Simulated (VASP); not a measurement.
A run of VASP 6.6.1 is set up as follows.

The input INCAR:

```
SYSTEM = ZnO
PREC     = Accurate       ! precision mode
ENCUT    = 1340           ! plane-wave cutoff, eV
EDIFF    = 1E-6           ! SCF threshold, eV
ISMEAR   = -1             ! smearing method
SIGMA    = 0.05           ! smearing width, eV
LREAL    = .False.        ! projectors in reciprocal space
LASPH    = .True.         ! aspherical terms in the spheres
NELM     = 120            ! most SCF steps
ALGO     = Normal         ! electronic algorithm
ISIF     = 2              ! what is computed and relaxed
LWAVE    = .False.        ! write WAVECAR
LCHARG   = .False.        ! write CHGCAR
GGA      = RP             ! functional
NBANDS   = 26             ! bands
GGA_COMPAT= .False.
```

Contents of KPOINTS:

```
Automatic mesh
0
Gamma
  5 5 3
  0 0 0
```

The input POSCAR:

```
ZnO
1.0
    3.2493080000      0.0000000000      0.0000000000
   -1.6246540000      2.8139832727      0.0000000000
    0.0000000000      0.0000000000      5.2057090000
Zn O
2 2
Direct
    0.6666666667      0.3333333333      0.0000000000
    0.3333333333      0.6666666667      0.5000000000
    0.3333333333      0.6666666667      0.8790100000
    0.6666666667      0.3333333333      0.3790100000
```

Potentials or basis: VASP PAW PBE potentials, release 64 (Zn, O_h).

The run is started by

```sh
$ cat potpaw_PBE.64/Zn/POTCAR potpaw_PBE.64/O_h/POTCAR > POTCAR
$ mpirun -np 1 vasp_std > vasp.out
```

(1) Predict the pressure.

(2) Estimate the band gap on the k mesh.

Answers

(1) 10.5 GPa.

(2) 0.88 eV.

Caveat: the k points lie up to 0.45 Å⁻¹ apart; the PAW data sets were made with another functional, which shifts forces and pressure a little.
